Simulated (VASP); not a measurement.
HfH3, 4 atoms in the cell. It takes space group Pm-3m (No. 221, cubic). Conventional cell: a = 3.050 Å, b = 3.050 Å, c = 3.050 Å, α = 90.00°, β = 90.00°, γ = 90.00°. Hf (site symmetry m-3m) has 12 H at 2.16 Å within 2.9 Å. Within 2.9 Å of H (site symmetry 4/mmm) lie 4 Hf at 2.16 Å and 8 H at 2.16 Å. 

```yaml
Program: VASP 6.6.1
Task: single point
Functional: BLYP
Dispersion: D3(BJ)
Potentials_or_basis: VASP PAW PBE potentials, release 64 (Hf_pv, H)
Cutoff: 520 eV
k_mesh: 7 × 7 × 7
Occupations: methfessel-paxton, width 0.1 eV
Spin: no spin polarisation
Dipole_correction: no
Further_INCAR_settings: ALGO = Normal; EDIFF = 1e-07; NBANDS = 14
```

Potentials or basis: VASP PAW PBE potentials, release 64 (Hf_pv, H).

Command:

```sh
$ cat potpaw_PBE.64/Hf_pv/POTCAR potpaw_PBE.64/H/POTCAR > POTCAR
$ mpirun -np 1 vasp_std > vasp.out
```

Hardware: 1 thread of Intel Xeon 8259CL, with other jobs on the host.

**Question.** How long does it take, and how much memory?

**Answer.** Run time: 27 s on 1 thread of Intel Xeon 8259CL (shared host), peak memory 0.15 GiB. Counts: scf iterations 14, k points 20.
